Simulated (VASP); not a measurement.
Runs of VASP 6.6.1 on Ga. The structure is that of space group I4/mmm (No. 139), or close to it. The cells are those of the table. 

| cell | gap on the mesh (eV) | pressure (GPa) |
| --- | --- | --- |
| a = 3.035 Å, angles 124.9, 124.9, 81.7°, 1 atom | none | -1.1 |
| a = 3.010 Å, angles 124.4, 124.4, 82.5°, 1 atom | none | -0.3 |
| a = 2.960 Å, angles 123.4, 123.4, 84.2°, 1 atom | none | 1.6 |
| a = 2.991 Å, angles 124.9, 124.9, 81.7°, 1 atom | none | 1.6 |
| a = 3.016 Å, angles 125.4, 125.4, 80.9°, 1 atom | none | (a) |

Alike in all rows: task single point; level PBEsol; potentials or basis VASP PAW PBE potentials, release 64 (Ga_d); no spin polarisation; k mesh 24 × 24 × 24; cutoff (eV) 520; smearing gaussian 0.15 eV.

Q: Estimate the missing entries.

A: (a) 0.7.

Caveats: the PAW data sets were made with another functional, which shifts forces and pressure a little.

A k mesh can miss the band edges, and the runs leave out spin-orbit coupling on Ga.

A gap of «none» marks levels without a gap at the run's occupations.
